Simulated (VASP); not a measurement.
## Sb: single point with PBE

Sb:

```
Sb
1.0
    -1.42534    1.42534    1.42534
     1.42534   -1.42534    1.42534
     1.42534    1.42534   -1.42534
Sb
1
Direct
  0.00000 0.00000 0.00000
```

```yaml
Program: VASP 6.6.1
Task: single point
Functional: PBE
Potentials_or_basis: VASP PAW PBE potentials, release 64 (Sb)
Cutoff: 520 eV
k_mesh: 19 × 19 × 19
Occupations: fermi-dirac, width 0.1 eV
Spin: no spin polarisation
Dipole_correction: no
Further_INCAR_settings: ALGO = Normal; EDIFF = 1e-07; NBANDS = 8
```

| Property | Result |
| --- | --- |
| Pressure | 382.1 GPa |

Levels at points of the mesh, in eV from the Fermi level:
```
           k point  band 1  band 2  band 3  band 4  band 5  band 6
(0.00, 0.00, 0.00)  -23.64   10.13   10.13   10.13   13.97   13.97
```

It took 10 s on 1 thread of Intel Xeon 6975P-C, on a shared host, peak memory 0.13 GiB.

Caveat: spin-orbit coupling is left out, which moves the levels of the heavy elements.
